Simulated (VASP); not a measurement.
Here is a VASP 6.6.1 calculation.

Contents of INCAR:

```
PREC = Accurate ; ENCUT = 520
EDIFF = 1E-6 ; ISMEAR = -1
SIGMA = 0.1 ; LREAL = F
LASPH = T ; NELM = 150
ALGO = Normal ; ISIF = 2
LWAVE = F ; LCHARG = F
ISPIN = 2 ; MAGMOM = 0 1
LORBIT = 11 ; LMAXMIX = 4
GGA = PE ; NBANDS = 18
```

KPOINTS

```
regular mesh
0
Gamma
  7 7 7
```

The input POSCAR:

```
AlNi
1.0
    2.8464400000     -0.0132800000     -0.0236700000
   -0.0132800000      2.8658200000     -0.0001300000
   -0.0236700000     -0.0001300000      2.9247500000
Al Ni
1 1
Direct
    0.9994100000      0.0032500000      0.0032900000
    0.4972384436      0.4880639481      0.5061145036
```

Potentials or basis: VASP PAW PBE potentials, release 64 (Al, Ni).

Launch:

```sh
$ cat potpaw_PBE.64/Al/POTCAR potpaw_PBE.64/Ni/POTCAR > POTCAR
$ mpirun -np 1 vasp_std > vasp.out
```

Question: What does it give for the net moment?

Answer: 0.00 μB per cell.

Question: What does it give for the pressure?

Answer: 2.6 GPa.

Question: Estimate the largest force.

Answer: 0.270 eV/Å.

Stress tensor (GPa, compression positive):
```
3.85 1.09 1.90
1.09 2.86 0.05
1.90 0.05 1.18
```
